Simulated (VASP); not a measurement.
Here is a VASP 6.6.1 calculation.

INCAR

```
PREC = Accurate
ENCUT = 520
EDIFF = 1E-8
ISMEAR = -1
SIGMA = 0.08
LREAL = False
LASPH = True
NELM = 60
ALGO = Normal
ISIF = 2
LWAVE = False
LCHARG = False
LEFG = True
NBANDS = 11
```

File KPOINTS:

```
Automatic mesh
0
Gamma
  13 13 13
```

Contents of POSCAR:

```
BeS
1.0
    0.0000000000      2.3144614809      2.3144614809
    2.3144614809      0.0000000000      2.3144614809
    2.3144614809      2.3144614809      0.0000000000
Be S
1 1
Direct
    0.0000000000      0.0000000000      0.0000000000
    0.5000000000      0.5000000000      0.5000000000
```

Potentials or basis: VASP PAW LDA potentials, release 64 (Be, S).

Command:

```bash
$ cat potpaw_LDA.64/Be/POTCAR potpaw_LDA.64/S/POTCAR > POTCAR
$ mpirun -np 1 vasp_std > vasp.out
```

**Question.** What does it give for the pressure?

**Answer.** -5.1 GPa.

**Question.** What does it give for the band gap on the k mesh?

**Answer.** 1.00 eV, indirect (least direct gap 4.19 eV).

Caveat: without QUAD_EFG the Cq values of the log hold for a quadrupole moment of 1 mb, not for the nuclei. A k mesh can miss the band edges.
